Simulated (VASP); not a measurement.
A run of VASP 6.6.1 is set up as follows.

INCAR

```
ALGO = Normal ; EDIFF = 1E-6
ENCUT = 520 ; GGA = PE
ISIF = 2 ; ISMEAR = 0
LASPH = T ; LCHARG = F
LREAL = F ; LWAVE = F
NBANDS = 21 ; NELM = 80
PREC = Accurate ; SIGMA = 0.15
```

Contents of KPOINTS:

```
k-points
0
Gamma
  14 14 14
```

The input POSCAR:

```
Ge
1.0
    0.0000000000      2.7847510376      2.9587979774
    2.7847510376      0.0000000000      2.9587979774
    2.7847510376      2.7847510376      0.0000000000
Ge
2
Direct
    0.5000000000      0.5000000000      0.5000000000
    0.7500000000      0.7500000000      0.7500000000
```

Potentials or basis: VASP PAW PBE potentials, release 64 (Ge_d).

The run is started by

```bash
$ cat potpaw_PBE.64/Ge_d/POTCAR > POTCAR
$ mpirun -np 1 vasp_std > vasp.out
```

Task: What does it give for the band gap on the k mesh?

Result: Zero (band 14 reaches 5.03 eV, above the bottom of band 15 at 4.94 eV).

Task: Estimate the pressure.

Result: 2.6 GPa.

Stress tensor (GPa, compression positive):
```
 4.14  0.00  0.00
 0.00  4.14  0.00
 0.00  0.00 -0.49
```
